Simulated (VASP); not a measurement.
# BaTe (Fm-3m) in VASP: further runs

BaTe is run at these levels: PBE; tasks: single point.

All numbers are computed with VASP 6.6.1; they aren't measurements. Logs are shortened: lines on timing, memory, paths and dates and some standing lists are left out, and cuts for length are marked.

## (1) The cell of the first run

Symmetry: Fm-3m, No. 225, cubic system. Conventional cell: a = 6.921 Å, b = 6.921 Å, c = 6.921 Å, α = 90.00°, β = 90.00°, γ = 90.00°. Ba (site symmetry m-3m) has 6 Te at 3.46 Å within 4.5 Å. Te (site symmetry m-3m) has 6 Ba at 3.46 Å within 4.5 Å.

## (2) Single point, PBE (volume changed by -6%)

INCAR reads:

```
PREC = Accurate
ENCUT = 520
EDIFF = 1E-6
ISMEAR = 0
SIGMA = 0.01
LREAL = F
LASPH = T
NELM = 100
ALGO = Normal
ISIF = 2
LWAVE = F
LCHARG = F
GGA = PE
NBANDS = 15
```

KPOINTS reads:

```
regular mesh
0
Gamma
  6 6 6
```

POSCAR reads:

```
BaTe
1.0
    0.0000000000      3.4602696090      3.4602696090
    3.4602696090      0.0000000000      3.4602696090
    3.4602696090      3.4602696090      0.0000000000
Ba Te
1 1
Direct
    0.0000000000      0.0000000000      0.0000000000
    0.5000000000      0.5000000000      0.5000000000
```

Potentials or basis: VASP PAW PBE potentials, release 64 (Ba_sv, Te).

Command:

```sh
cat potpaw_PBE.64/Ba_sv/POTCAR potpaw_PBE.64/Te/POTCAR > POTCAR
mpirun -np 1 vasp_std > vasp.out
```

OUTCAR:

```text
PREC = Accurate
   ENCUT = 520
   EDIFF = 1E-6
   ISMEAR = 0
   LREAL = F
   LASPH = T
   NELM = 100
   ISIF = 2
   GGA = PE

 ion  position               nearest neighbor table
   1  0.000  0.000  0.000-   2 3.46   2 3.46   2 3.46   2 3.46   2 3.46   2 3.46
   2  0.500  0.500  0.500-   1 3.46   1 3.46   1 3.46   1 3.46   1 3.46   1 3.46

  LATTYP: Found a face centered cubic cell.
 ALAT       =     6.9205392180

  Lattice vectors:

 A1 = (   0.0000000000,   3.4602696090,   3.4602696090)
 A2 = (   3.4602696090,   0.0000000000,   3.4602696090)
 A3 = (   3.4602696090,   3.4602696090,   0.0000000000)

Analysis of symmetry for initial positions (statically):
=====================================================================
 Subroutine PRICEL returns:
 Original cell was already a primitive cell.

 Routine SETGRP: Setting up the symmetry group for a
 face centered cubic supercell.

 Subroutine GETGRP returns: Found 48 space group operations
 (whereof 48 operations were pure point group operations)
 out of a pool of 48 trial point group operations.

The static configuration has the point symmetry O_h .

Analysis of symmetry for dynamics (positions and initial velocities):
=====================================================================
 Subroutine PRICEL returns:
 Original cell was already a primitive cell.

 Routine SETGRP: Setting up the symmetry group for a
 face centered cubic supercell.

 Subroutine GETGRP returns: Found 48 space group operations
 (whereof 48 operations were pure point group operations)
 out of a pool of 48 trial point group operations.

The dynamic configuration has the point symmetry O_h .

 Subroutine INISYM returns: Found 48 space group operations
 (whereof 48 operations are pure point group operations),
 and found     1 'primitive' translations

----------------------------------------------------------------------------------------

                                     Primitive cell

  volume of cell :      82.8628

  direct lattice vectors                    reciprocal lattice vectors
     0.000000000  3.460269609  3.460269609    -0.144497411  0.144497411  0.144497411
     3.460269609  0.000000000  3.460269609     0.144497411 -0.144497411  0.144497411
     3.460269609  3.460269609  0.000000000     0.144497411  0.144497411 -0.144497411

  length of vectors
     4.893560211  4.893560211  4.893560211     0.250276857  0.250276857  0.250276857

  position of ions in fractional coordinates (direct lattice)
     0.000000000  0.000000000  0.000000000
     0.500000000  0.500000000  0.500000000

  ion indices of the primitive-cell ions
   primitive index   ion index
                 1           1
                 2           2

----------------------------------------------------------------------------------------

 KPOINTS: regular mesh

Automatic generation of k-mesh.
 Grid dimensions read from file:
 generate k-points for:    6    6    6

 Generating k-lattice:

  Cartesian coordinates                     Fractional coordinates (reciprocal lattice)
    -0.024082902  0.024082902  0.024082902     0.166666667  0.000000000  0.000000000
     0.024082902 -0.024082902  0.024082902     0.000000000  0.166666667  0.000000000
     0.024082902  0.024082902 -0.024082902     0.000000000  0.000000000  0.166666667

  Length of vectors
     0.041712810  0.041712810  0.041712810

  Shift w.r.t. Gamma in fractional coordinates (k-lattice)
     0.000000000  0.000000000  0.000000000

 Subroutine IBZKPT returns following result:
 ===========================================

 Found     16 irreducible k-points:

 Following reciprocal coordinates:
            Coordinates               Weight
  0.000000  0.000000  0.000000      1.000000
  0.166667  0.000000  0.000000      8.000000
  0.333333  0.000000  0.000000      8.000000
  0.500000  0.000000  0.000000      4.000000
  0.166667  0.166667  0.000000      6.000000
  0.333333  0.166667  0.000000     24.000000
[... 8 lines left out ...]
 -0.333333  0.333333  0.166667     24.000000
 -0.333333  0.500000  0.166667     12.000000
   k-points           NKPTS =     16   k-points in BZ     NKDIM =     16   number of bands    NBANDS=     15
   number of dos      NEDOS =    301   number of ions     NIONS =      2
   total plane-waves  NPLWV =  46656
   dimension x,y,z NGX =    36 NGY =   36 NGZ =   36
   dimension x,y,z NGXF=    72 NGYF=   72 NGZF=   72
   ions per type =               1   1
   NGX,Y,Z   is equivalent  to a cutoff of  12.23, 12.23, 12.23 a.u.
   NGXF,Y,Z  is equivalent  to a cutoff of  24.46, 24.46, 24.46 a.u.
 SYSTEM =  unknown system
   PREC   = accura    normal or accurate (medium, high low for compatibility)
   ISTART =      0    job   : 0-new  1-cont  2-samecut
   ICHARG =      2    charge: 1-file 2-atom 10-const
   ISPIN  =      1    spin polarized calculation?
   LNONCOLLINEAR =      F non collinear calculations
   LSORBIT =      F    spin-orbit coupling
   LASPH  =      T    aspherical Exc in radial PAW
   ENCUT  =  520.0 eV  38.22 Ry    6.18 a.u.   9.10  9.10  9.10*2*pi/ulx,y,z
   NELM   =    100;   NELMIN=  2; NELMDL= -5     # of ELM steps
   EDIFF  = 0.1E-05   stopping-criterion for ELM
   LREAL  =      F    real-space projection
   EDIFFG = 0.1E-04   stopping-criterion for IOM
   NSW    =      0    number of steps for IOM
   IBRION =     -1    ionic relax: 0-MD 1-quasi-New 2-CG
   NFREE  =      0    steps in history (QN), initial steepest desc. (CG)
   ISIF   =      2    stress and relaxation
   ISYM   =      2    0-nonsym 1-usesym 2-fastsym
   POTIM  = 0.5000    time-step for ionic-motion
   TEBEG  =    0.0;   TEEND  =   0.0 temperature during run
   PSTRESS=    0.0 pullay stress
   NELECT =      16.0000    total number of electrons
   NUPDOWN=      -1.0000    fix difference up-down
   EMIN   =  10.00;   EMAX   =-10.00  energy-range for DOS
   EFERMI =   0.00;   METHOD = LEGACY
   ISMEAR =     0;   SIGMA  =   0.01  broadening in eV -4-tet -1-fermi 0-gaus
   EFERMI_NEDOS =   21; number of points for ismear=-14 and -15
   IALGO  =     38    algorithm
   IMIX   =      4    mixing-type and parameters
     AMIX     =   0.40;   BMIX     =  1.00
     AMIX_MAG =   1.60;   BMIX_MAG =  1.00
  volume/ion in A,a.u.               =      41.43       279.59
  Fermi-wavevector in a.u.,A,eV,Ry     =   0.946226  1.788108 12.181890  0.895344
  Thomas-Fermi vector in A             =   2.074203
   LORBIT       =      0    0 simple, 1 ext, 2 COOP (PROOUT), +10 PAW based schemes
   GGA     = PE    functional components
   LHFCALC =     F    Hartree Fock is set to
   AEXX    =    0.0000 exact exchange contribution
   IVDW    =     0    specifies the selected vdW correction
   LEPSILON=     F    determine dielectric tensor
   LRPA    =     F    only Hartree local field effects (RPA)
 non-spin polarized calculation
 Gauss-broadening in eV      SIGMA  =   0.01
  energy-cutoff  :      520.00
  volume of cell :       82.86
 maximum number of plane-waves:      2252
   NGX = 19   NGY = 19   NGZ = 19

 number of electron      16.0000000 magnetization

 Free energy of the ion-electron system (eV)
  ---------------------------------------------------
  ext. energy  EPLUGINS =         0.00000000
  ---------------------------------------------------
  free energy    TOTEN  =        -8.58531900 eV

  energy without entropy =       -8.58531900  energy(sigma->0) =       -8.58531900

 E-fermi :   2.6480     XC(G=0):  -8.3841

 val. band max:        2.4988246461   @ k =   0.0000   0.0000   0.0000
 cond. band min:       3.9384441119   @ k =   0.5000   0.5000   0.0000
 fundamental gap:      1.4396194659
 Fermi energy:         2.6479898442

 k-point     1 :       0.0000    0.0000    0.0000
  band No.  band energies     occupation
      1     -24.4350      2.00000
      2      -9.5963      2.00000
      3      -9.5963      2.00000
      4      -9.5963      2.00000
      5      -7.1212      2.00000
      6       2.4988      2.00000
      7       2.4988      2.00000
      8       2.4988      2.00000
      9       5.4005      0.00000
     10       5.4005      0.00000
     11       5.4005      0.00000
     12       5.5450      0.00000
     13       6.0542      0.00000
     14       6.0542      0.00000
     15       9.4854      0.00000

 k-point     2 :       0.1667    0.0000    0.0000
  band No.  band energies     occupation
      1     -24.4310      2.00000
      2      -9.7418      2.00000
      3      -9.5994      2.00000
      4      -9.5994      2.00000
      5      -6.8973      2.00000
      6       1.6645      2.00000
      7       2.0917      2.00000
      8       2.0917      2.00000
      9       5.4681      0.00000
     10       5.7507      0.00000
     11       5.7507      0.00000
     12       6.6406      0.00000
     13       6.8572      0.00000
     14       6.8572      0.00000
     15      10.3505      0.00000

 k-point     3 :       0.3333    0.0000    0.0000
  band No.  band energies     occupation
      1     -24.4230      2.00000
      2      -9.9841      2.00000
      3      -9.6056      2.00000
      4      -9.6056      2.00000
      5      -6.4836      2.00000
      6       0.5910      2.00000
      7       1.5210      2.00000
      8       1.5210      2.00000
      9       5.9164      0.00000
     10       6.6491      0.00000
     11       6.6491      0.00000
     12       8.0004      0.00000
     13       8.5813      0.00000
     14       8.5813      0.00000
     15      10.7805      0.00000
[... 199 lines left out ...]
 k-point    15 :      -0.3333    0.3333    0.1667
  band No.  band energies     occupation
      1     -24.4150      2.00000
      2      -9.9119      2.00000
      3      -9.7270      2.00000
      4      -9.6706      2.00000
      5      -6.5690      2.00000
      6       0.8524      2.00000
      7       1.4776      2.00000
      8       1.5014      2.00000
      9       6.0938      0.00000
     10       6.2127      0.00000
     11       7.9434      0.00000
     12       7.9930      0.00000
     13       8.1352      0.00000
     14       9.8902      0.00000
     15      10.8880      0.00000

 k-point    16 :      -0.3333    0.5000    0.1667
  band No.  band energies     occupation
      1     -24.4137      2.00000
      2      -9.8012      2.00000
      3      -9.7562      2.00000
      4      -9.7289      2.00000
      5      -6.7244      2.00000
      6       1.3615      2.00000
      7       1.4186      2.00000
      8       1.7260      2.00000
      9       5.0249      0.00000
     10       7.0914      0.00000
     11       7.2981      0.00000
     12       7.9274      0.00000
     13       8.3651      0.00000
     14       9.1897      0.00000
     15      10.7557      0.00000

------------------------ aborting loop because EDIFF is reached ----------------------------------------

  FORCE on cell =-STRESS in cart. coord.  units (eV):
  Direction    XX          YY          ZZ          XY          YZ          ZX
  --------------------------------------------------------------------------------------
  -------------------------------------------------------------------------------------
  Total        1.2414870      1.2414870      1.2414870      0.0000000      0.0000000      0.0000000
  in kB       24.0045148     24.0045148     24.0045148      0.0000000      0.0000000      0.0000000
  external PRESSURE =      24.0045148 kB  Pullay stress =       0.0000000 kB

 VOLUME and BASIS-vectors are now :
 -----------------------------------------------------------------------------
  energy-cutoff  :      520.00
  volume of cell :       82.86
      direct lattice vectors                 reciprocal lattice vectors
     0.000000000  3.460269609  3.460269609    -0.144497411  0.144497411  0.144497411
     3.460269609  0.000000000  3.460269609     0.144497411 -0.144497411  0.144497411
     3.460269609  3.460269609  0.000000000     0.144497411  0.144497411 -0.144497411

 POSITION                                       TOTAL-FORCE (eV/Angst)
 -----------------------------------------------------------------------------------
      0.00000      0.00000      0.00000         0.000000      0.000000      0.000000
      3.46027      3.46027      3.46027        -0.000000     -0.000000     -0.000000
 -----------------------------------------------------------------------------------
    total drift:                                0.000000      0.000000      0.000000

  FREE ENERGIE OF THE ION-ELECTRON SYSTEM (eV)
  ---------------------------------------------------
  free  energy   TOTEN  =        -8.5853189973 eV

  energy  without entropy=       -8.5853189973  energy(sigma->0) =       -8.58531900
```

Run time: 21 s. Hardware: 1 thread of Intel Xeon 6975P-C, shared host; peak memory 0.21 GiB.

What came out:

| Property | Result |
| --- | --- |
| Free energy | -8.5853 eV |
| Pressure | 2.4 GPa |
| Band gap on the k mesh | 1.44 eV, indirect (least direct gap 1.82 eV) |

Caveat: the cell differs from its parent crystal (volume changed by -6%); spin-orbit coupling is left out, which moves the levels of the heavy elements.

## (3) Single point, PBE

This run uses another cell than the first one, of 44.08 Å³/atom, 1.064 times its volume.

INCAR reads:

```
SYSTEM = BaTe
  PREC = Accurate
  ENCUT = 520
  EDIFF = 1E-6
  ISMEAR = 0
  SIGMA = 0.01
  LREAL = .FALSE.
  LASPH = .TRUE.
  NELM = 100
  ALGO = Normal
  ISIF = 2
  LWAVE = .FALSE.
  LCHARG = .FALSE.
  GGA = PE
  NBANDS = 15
```

KPOINTS reads:

```
regular mesh
0
G
  6 6 6
  0 0 0
```

POSCAR reads:

```
BaTe
1.0
    0.0000000000      3.5323792142      3.5323792142
    3.5323792142      0.0000000000      3.5323792142
    3.5323792142      3.5323792142      0.0000000000
Ba Te
1 1
Direct
    0.0000000000      0.0000000000      0.0000000000
    0.5000000000      0.5000000000      0.5000000000
```

Potentials or basis: VASP PAW PBE potentials, release 64 (Ba_sv, Te).

Command:

```sh
cat potpaw_PBE.64/Ba_sv/POTCAR potpaw_PBE.64/Te/POTCAR > POTCAR
mpirun -np 1 vasp_std > vasp.out
```

OUTCAR:

```text
SYSTEM = BaTe
   PREC = Accurate
   ENCUT = 520
   EDIFF = 1E-6
   ISMEAR = 0
   LREAL = .FALSE.
   LASPH = .TRUE.
   NELM = 100
   ISIF = 2
   GGA = PE

 ion  position               nearest neighbor table
   1  0.000  0.000  0.000-   2 3.53   2 3.53   2 3.53   2 3.53   2 3.53   2 3.53
   2  0.500  0.500  0.500-   1 3.53   1 3.53   1 3.53   1 3.53   1 3.53   1 3.53

  LATTYP: Found a face centered cubic cell.
 ALAT       =     7.0647584284

  Lattice vectors:

 A1 = (   0.0000000000,   3.5323792142,   3.5323792142)
 A2 = (   3.5323792142,   0.0000000000,   3.5323792142)
[... 464 lines left out ...]

  FORCE on cell =-STRESS in cart. coord.  units (eV):
  Direction    XX          YY          ZZ          XY          YZ          ZX
  --------------------------------------------------------------------------------------
  -------------------------------------------------------------------------------------
  Total        0.1658354      0.1658354      0.1658354      0.0000000     -0.0000000     -0.0000000
  in kB        3.0140873      3.0140873      3.0140873      0.0000000     -0.0000000     -0.0000000
  external PRESSURE =       3.0140873 kB  Pullay stress =       0.0000000 kB

 VOLUME and BASIS-vectors are now :
 -----------------------------------------------------------------------------
  energy-cutoff  :      520.00
  volume of cell :       88.15
      direct lattice vectors                 reciprocal lattice vectors
     0.000000000  3.532379214  3.532379214    -0.141547657  0.141547657  0.141547657
     3.532379214  0.000000000  3.532379214     0.141547657 -0.141547657  0.141547657
     3.532379214  3.532379214  0.000000000     0.141547657  0.141547657 -0.141547657

 POSITION                                       TOTAL-FORCE (eV/Angst)
 -----------------------------------------------------------------------------------
      0.00000      0.00000      0.00000        -0.000000     -0.000000     -0.000000
      3.53238      3.53238      3.53238         0.000000      0.000000      0.000000
 -----------------------------------------------------------------------------------
    total drift:                                0.000000     -0.000000     -0.000000

  FREE ENERGIE OF THE ION-ELECTRON SYSTEM (eV)
  ---------------------------------------------------
  free  energy   TOTEN  =        -8.6282261778 eV

  energy  without entropy=       -8.6282261778  energy(sigma->0) =       -8.62822618
```

OSZICAR:

```text
N       E                     dE             d eps       ncg     rms          rms(c)
DAV:   1     0.795075575546E+02    0.79508E+02   -0.61936E+03   480   0.885E+02
DAV:   2    -0.389860486614E+01   -0.83406E+02   -0.76802E+02   648   0.157E+02
DAV:   3    -0.859405635103E+01   -0.46955E+01   -0.46610E+01   628   0.396E+01
DAV:   4    -0.873232969640E+01   -0.13827E+00   -0.13825E+00   672   0.653E+00
DAV:   5    -0.873457181383E+01   -0.22421E-02   -0.22421E-02   637   0.721E-01    0.358E+00
DAV:   6    -0.861805794136E+01    0.11651E+00   -0.13550E-01   592   0.182E+00    0.235E+00
DAV:   7    -0.862059167972E+01   -0.25337E-02   -0.11090E-01   593   0.184E+00    0.833E-01
DAV:   8    -0.862762464440E+01   -0.70330E-02   -0.15380E-02   508   0.825E-01    0.199E-01
DAV:   9    -0.862798329556E+01   -0.35865E-03   -0.85692E-04   648   0.186E-01    0.674E-02
DAV:  10    -0.862821729972E+01   -0.23400E-03   -0.42164E-04   508   0.139E-01    0.253E-02
DAV:  11    -0.862822983483E+01   -0.12535E-04   -0.42628E-05   636   0.361E-02    0.237E-02
DAV:  12    -0.862822524797E+01    0.45869E-05   -0.14570E-05   557   0.191E-02    0.123E-02
DAV:  13    -0.862822617778E+01   -0.92980E-06   -0.93972E-07   424   0.598E-03
   1 F= -.86282262E+01 E0= -.86282262E+01  d E =-.821928E-20
```

It took 30 s on 1 thread of Intel Xeon 6975P-C, shared host; peak memory 0.24 GiB.

Results:

```yaml
Free_energy: -8.6282 eV
Pressure: 0.3 GPa
Band_gap_on_the_k_mesh: 1.58 eV, indirect (least direct gap 1.96 eV)
```

Levels at points of the mesh, in eV from the valence-band top:
| k point | band 5 | band 6 | band 7 | band 8 | band 9 | band 10 | band 11 | band 12 |
| --- | --- | --- | --- | --- | --- | --- | --- | --- |
| (0.00, 0.00, 0.00) | -9.48 | 0.00 | 0.00 | 0.00 | 2.80 | 2.94 | 2.94 | 2.94 |
| (0.50, 0.00, 0.00) | -8.82 | -2.16 | -1.07 | -1.07 | 4.15 | 4.69 | 4.83 | 4.83 |
| (0.50, 0.50, 0.00) | -9.28 | -1.12 | -0.38 | -0.38 | 1.58 | 4.38 | 4.53 | 5.47 |

Caveat: spin-orbit coupling is left out, which moves the levels of the heavy elements. A k mesh can miss the band edges.

(Continued in part 2 of 2.)
